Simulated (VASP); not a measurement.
# AlN (Imm2) in VASP: a series of runs

Runs on AlN. Level: PBE. Tasks: single point.

All numbers are computed with VASP 6.6.1; they aren't measurements. Logs are shortened: lines on timing, memory, paths and dates and some standing lists are left out, and cuts for length are marked.

## 1. The cell of the first run

Symmetry: Imm2, No. 44, orthorhombic system. Conventional cell: a = 3.089 Å, b = 3.089 Å, c = 4.368 Å, α = 90.00°, β = 90.00°, γ = 90.00°. Within 2.4 Å of Al (site symmetry mm2) lie 4 N at 1.83 to 1.96 Å. N (site symmetry mm2) has 4 Al at 1.83 to 1.96 Å within 2.4 Å.

## 2. Single point, PBE (mode 4 (656.9 1/cm) frozen in, largest displacement +0.075 Å)

INCAR

```
PREC = Accurate ; ENCUT = 520
EDIFF = 1E-6 ; ISMEAR = 0
SIGMA = 0.05 ; LREAL = False
LASPH = True ; NELM = 60
ALGO = Normal ; ISIF = 2
LWAVE = False ; LCHARG = True
GGA = PE ; LELF = True
LVHAR = True ; NBANDS = 11
```

KPOINTS

```
Automatic mesh
0
Gamma
  10 10 10
```

POSCAR

```
AlN
1.0
    0.0000000000      2.1839935596      2.1839935596
    2.1839935596      0.0000000000      2.1839935596
    2.1839935596      2.1839935596      0.0000000000
Al N
1 1
Direct
   -0.0089137066     -0.0089137066      0.0089137066
    0.7671703803      0.7671703803      0.7328296197
```

Potentials or basis: VASP PAW PBE potentials, release 64 (Al, N).

Run with:

```
> cat potpaw_PBE.64/Al/POTCAR potpaw_PBE.64/N/POTCAR > POTCAR
> mpirun -np 1 vasp_std > vasp.out
```

OUTCAR:

```text
PREC = Accurate
   ENCUT = 520
   EDIFF = 1E-6
   ISMEAR = 0
   LREAL = False
   LASPH = True
   NELM = 60
   ISIF = 2
   GGA = PE

 ion  position               nearest neighbor table
   1  0.991  0.991  0.009-   2 1.83   2 1.83   2 1.96   2 1.96
   2  0.767  0.767  0.733-   1 1.83   1 1.83   1 1.96   1 1.96

  LATTYP: Found a face centered cubic cell.
 ALAT       =     4.3679871192

  Lattice vectors:

 A1 = (   0.0000000000,   2.1839935596,   2.1839935596)
 A2 = (   2.1839935596,   0.0000000000,   2.1839935596)
 A3 = (   2.1839935596,   2.1839935596,   0.0000000000)

Analysis of symmetry for initial positions (statically):
=====================================================================
 Subroutine PRICEL returns:
 Original cell was already a primitive cell.

 Routine SETGRP: Setting up the symmetry group for a
 face centered cubic supercell.

 Subroutine GETGRP returns: Found  4 space group operations
 (whereof  4 operations were pure point group operations)
 out of a pool of 48 trial point group operations.

The static configuration has the point symmetry C_2v.

Analysis of symmetry for dynamics (positions and initial velocities):
=====================================================================
 Subroutine PRICEL returns:
 Original cell was already a primitive cell.

 Routine SETGRP: Setting up the symmetry group for a
 face centered cubic supercell.

 Subroutine GETGRP returns: Found  4 space group operations
 (whereof  4 operations were pure point group operations)
 out of a pool of 48 trial point group operations.

The dynamic configuration has the point symmetry C_2v.

 Subroutine INISYM returns: Found  4 space group operations
 (whereof  4 operations are pure point group operations),
 and found     1 'primitive' translations

----------------------------------------------------------------------------------------

                                     Primitive cell

  volume of cell :      20.8345

  direct lattice vectors                    reciprocal lattice vectors
     0.000000000  2.183993560  2.183993560    -0.228938404  0.228938404  0.228938404
     2.183993560  0.000000000  2.183993560     0.228938404 -0.228938404  0.228938404
     2.183993560  2.183993560  0.000000000     0.228938404  0.228938404 -0.228938404

  length of vectors
     3.088633312  3.088633312  3.088633312     0.396532948  0.396532948  0.396532948

  position of ions in fractional coordinates (direct lattice)
     0.991086293  0.991086293  0.008913707
[... 81 lines left out ...]
   NSW    =      0    number of steps for IOM
   IBRION =     -1    ionic relax: 0-MD 1-quasi-New 2-CG
   NFREE  =      0    steps in history (QN), initial steepest desc. (CG)
   ISIF   =      2    stress and relaxation
   ISYM   =      2    0-nonsym 1-usesym 2-fastsym
   POTIM  = 0.5000    time-step for ionic-motion
   TEBEG  =    0.0;   TEEND  =   0.0 temperature during run
   PSTRESS=    0.0 pullay stress
   NELECT =       8.0000    total number of electrons
   NUPDOWN=      -1.0000    fix difference up-down
   EMIN   =  10.00;   EMAX   =-10.00  energy-range for DOS
   EFERMI =   0.00;   METHOD = LEGACY
   ISMEAR =     0;   SIGMA  =   0.05  broadening in eV -4-tet -1-fermi 0-gaus
   EFERMI_NEDOS =   21; number of points for ismear=-14 and -15
   IALGO  =     38    algorithm
   IMIX   =      4    mixing-type and parameters
     AMIX     =   0.40;   BMIX     =  1.00
     AMIX_MAG =   1.60;   BMIX_MAG =  1.00
  volume/ion in A,a.u.               =      10.42        70.30
  Fermi-wavevector in a.u.,A,eV,Ry     =   1.189899  2.248583 19.263943  1.415860
  Thomas-Fermi vector in A             =   2.325996
   LORBIT       =      0    0 simple, 1 ext, 2 COOP (PROOUT), +10 PAW based schemes
   GGA     = PE    functional components
   LHFCALC =     F    Hartree Fock is set to
   AEXX    =    0.0000 exact exchange contribution
   IVDW    =     0    specifies the selected vdW correction
   LEPSILON=     F    determine dielectric tensor
   LRPA    =     F    only Hartree local field effects (RPA)
 non-spin polarized calculation
 Gauss-broadening in eV      SIGMA  =   0.05
  energy-cutoff  :      520.00
  volume of cell :       20.83
 maximum number of plane-waves:       571
   NGX = 11   NGY = 11   NGZ = 11

 number of electron       8.0000000 magnetization

 Free energy of the ion-electron system (eV)
  ---------------------------------------------------
  ext. energy  EPLUGINS =         0.00000000
  ---------------------------------------------------
  free energy    TOTEN  =       -14.74575860 eV

  energy without entropy =      -14.74575860  energy(sigma->0) =      -14.74575860

 E-fermi :   6.5260     XC(G=0): -10.9324

 val. band max:        6.2525599732   @ k =   0.0000   0.0000   0.0000
 cond. band min:       9.2744561465   @ k =   0.0000   0.5000   0.5000
 fundamental gap:      3.0218961733
 Fermi energy:         6.5259739947

 k-point     1 :       0.0000    0.0000    0.0000
  band No.  band energies     occupation
      1      -9.0159      2.00000
      2       5.6552      2.00000
      3       5.9776      2.00000
      4       6.2526      2.00000
      5      10.1349      0.00000
      6      18.4910      0.00000
      7      18.5471      0.00000
      8      18.5691      0.00000
      9      23.5640      0.00000
     10      23.6409      0.00000
     11      24.6193      0.00000
[... 309 lines left out ...]
 k-point    24 :       0.1000    0.0000    0.4000
  band No.  band energies     occupation
      1      -7.3238      2.00000
      2       0.9944      2.00000
      3       5.2316      2.00000
      4       5.5026      2.00000
      5      13.1826      0.00000
      6      15.4965      0.00000
      7      17.5595      0.00000
      8      18.1965      0.00000
      9      22.2437      0.00000
     10      24.9774      0.00000
     11      25.3451      0.00000

 [... further k-points ...]
[... 5 lines left out ...]
  --------------------------------------------------------------------------------------
  -------------------------------------------------------------------------------------
  Total        0.9177655      0.9177655      0.5849882      1.0789414      0.0000000      0.0000000
  in kB       70.5761998     70.5761998     44.9856091     82.9706299      0.0000000      0.0000000
  external PRESSURE =      62.0460029 kB  Pullay stress =       0.0000000 kB

 VOLUME and BASIS-vectors are now :
 -----------------------------------------------------------------------------
  energy-cutoff  :      520.00
  volume of cell :       20.83
      direct lattice vectors                 reciprocal lattice vectors
     0.000000000  2.183993560  2.183993560    -0.228938404  0.228938404  0.228938404
     2.183993560  0.000000000  2.183993560     0.228938404 -0.228938404  0.228938404
     2.183993560  2.183993560  0.000000000     0.228938404  0.228938404 -0.228938404

 POSITION                                       TOTAL-FORCE (eV/Angst)
 -----------------------------------------------------------------------------------
      2.18399      2.18399      4.32905        -0.000000     -0.000000      1.651832
      3.27599      3.27599      3.35099         0.000000      0.000000     -1.651832
 -----------------------------------------------------------------------------------
    total drift:                                0.000001      0.000001     -0.000327

  FREE ENERGIE OF THE ION-ELECTRON SYSTEM (eV)
  ---------------------------------------------------
  free  energy   TOTEN  =       -14.7457585992 eV

  energy  without entropy=      -14.7457585992  energy(sigma->0) =      -14.74575860
```

OSZICAR:

```text
N       E                     dE             d eps       ncg     rms          rms(c)
DAV:   1     0.115183337480E+02    0.11518E+02   -0.38512E+03  3834   0.604E+02
DAV:   2    -0.162552523693E+02   -0.27774E+02   -0.26876E+02  4452   0.138E+02
DAV:   3    -0.171647582315E+02   -0.90951E+00   -0.90833E+00  4600   0.240E+01
DAV:   4    -0.171695761359E+02   -0.48179E-02   -0.48176E-02  4275   0.191E+00
DAV:   5    -0.171696341615E+02   -0.58026E-04   -0.58025E-04  4584   0.203E-01    0.871E+00
DAV:   6    -0.147579496398E+02    0.24117E+01   -0.12069E+01  4382   0.174E+01    0.285E+00
DAV:   7    -0.147528626792E+02    0.50870E-02   -0.17356E-01  4263   0.327E+00    0.207E+00
DAV:   8    -0.147471235003E+02    0.57392E-02   -0.29474E-02  4179   0.160E+00    0.571E-01
DAV:   9    -0.147456957164E+02    0.14278E-02   -0.43163E-03  4539   0.394E-01    0.226E-01
DAV:  10    -0.147457448411E+02   -0.49125E-04   -0.39778E-04  4158   0.134E-01    0.237E-02
DAV:  11    -0.147457580409E+02   -0.13200E-04   -0.14041E-05  4452   0.298E-02    0.683E-03
DAV:  12    -0.147457585992E+02   -0.55837E-06   -0.15403E-06  4173   0.866E-03
   1 F= -.14745759E+02 E0= -.14745759E+02  d E =-.296927E-17
```

stdout:

```text
POSCAR found type information on POSCAR AlN
 POSCAR found :  2 types and       2 ions
 scaLAPACK will be used
 LDA part: xc-table for (Slater+PW92), standard interpolation
 POSCAR, INCAR and KPOINTS ok, starting setup
 FFT: planning ... GRIDC
 FFT: planning ... GRID_SOFT
 FFT: planning ... GRID
 WAVECAR not read
 entering main loop
```

Run time: 11 s. Hardware: 1 thread of Intel Xeon 6975P-C (Granite Rapids), shared host; peak memory 0.16 GiB.

What came out:

| Quantity | Value |
| --- | --- |
| Free energy | -14.7458 eV |
| Pressure | 6.2 GPa |
| Largest force | 1.652 eV/Å |
| Band gap on the k mesh | 3.02 eV, indirect (least direct gap 3.88 eV) |

Forces on the atoms (eV/Å):
```
Al   0.000  0.000  1.652
N    0.000  0.000 -1.652
```

Levels at points of the mesh, in eV from the valence-band top:
```csv
k point,band 1,band 2,band 3,band 4,band 5,band 6,band 7,band 8,band 9
"(0.00, 0.00, 0.00)",-15.27,-0.60,-0.28,0.00,3.88,12.24,12.29,12.32,17.31
"(0.50, 0.00, 0.00)",-13.24,-6.05,-1.05,-0.67,7.12,9.61,10.73,10.95,17.58
"(0.00, 0.00, 0.50)",-13.21,-6.22,-0.83,-0.51,6.99,9.47,10.77,11.08,17.60
"(0.50, 0.50, 0.00)",-12.59,-5.18,-2.28,-1.86,3.05,8.34,13.59,15.39,15.49
"(0.00, 0.50, 0.50)",-12.59,-5.20,-2.05,-2.03,3.02,8.25,13.59,15.48,15.52
```

Caveat: the cell differs from its parent crystal (mode 4 (656.9 1/cm) frozen in, largest displacement +0.075 Å); forces of over 1 eV/Å act on the atoms, so gaps and moduli don't describe the material at rest.

## 3. Single point, PBE (mode 4 (656.9 1/cm) frozen in, largest displacement +0.037 Å)

INCAR

```
PREC = Accurate
ENCUT = 520
EDIFF = 1E-7
ISMEAR = 0
SIGMA = 0.05
LREAL = False
LASPH = True
NELM = 80
ALGO = Normal
ISIF = 2
LWAVE = False
LCHARG = True
GGA = PE
LELF = True
LVHAR = True
NBANDS = 11
```

KPOINTS is that of step 2.

POSCAR

```
AlN
1.0
    0.0000000000      2.1839935596      2.1839935596
    2.1839935596      0.0000000000      2.1839935596
    2.1839935596      2.1839935596      0.0000000000
Al N
1 1
Direct
   -0.0044568533     -0.0044568533      0.0044568533
    0.7585851902      0.7585851902      0.7414148098
```

Potentials or basis: VASP PAW PBE potentials, release 64 (Al, N).

Run with:

```
> cat potpaw_PBE.64/Al/POTCAR potpaw_PBE.64/N/POTCAR > POTCAR
> mpirun -np 1 vasp_std > vasp.out
```

Run time: 11 s. Hardware: 1 thread of Intel Xeon 6975P-C (Granite Rapids), shared host; peak memory 0.16 GiB.

It converged, with:

| Item | Value |
| --- | --- |
| Free energy | -14.8167 eV |
| Pressure | 5.0 GPa |
| Largest force | 0.834 eV/Å |
| Band gap on the k mesh | 3.17 eV, indirect (least direct gap 4.04 eV) |

Forces in eV/Å, atoms in the order of the input:
```
Al   0.000  0.000  0.834
N    0.000  0.000 -0.834
```

Stress tensor (GPa, compression positive):
```
5.22 4.09 0.00
4.09 5.22 0.00
0.00 0.00 4.58
```

Levels at points of the mesh, in eV from the valence-band top:
| k point | band 1 | band 2 | band 3 | band 4 | band 5 | band 6 | band 7 | band 8 | band 9 |
| --- | --- | --- | --- | --- | --- | --- | --- | --- | --- |
| (0.00, 0.00, 0.00) | -15.13 | -0.30 | -0.14 | 0.00 | 4.04 | 12.39 | 12.42 | 12.43 | 17.52 |
| (0.50, 0.00, 0.00) | -13.09 | -5.96 | -0.77 | -0.58 | 7.26 | 9.74 | 10.92 | 11.05 | 17.81 |
| (0.00, 0.00, 0.50) | -13.07 | -6.04 | -0.66 | -0.50 | 7.19 | 9.67 | 10.95 | 11.10 | 17.82 |
| (0.50, 0.50, 0.00) | -12.45 | -5.05 | -2.03 | -1.82 | 3.17 | 8.47 | 13.79 | 15.56 | 15.61 |
| (0.00, 0.50, 0.50) | -12.45 | -5.05 | -1.92 | -1.91 | 3.17 | 8.45 | 13.79 | 15.59 | 15.61 |

Caveat: the cell differs from its parent crystal (mode 4 (656.9 1/cm) frozen in, largest displacement +0.037 Å). A k mesh can miss the band edges.
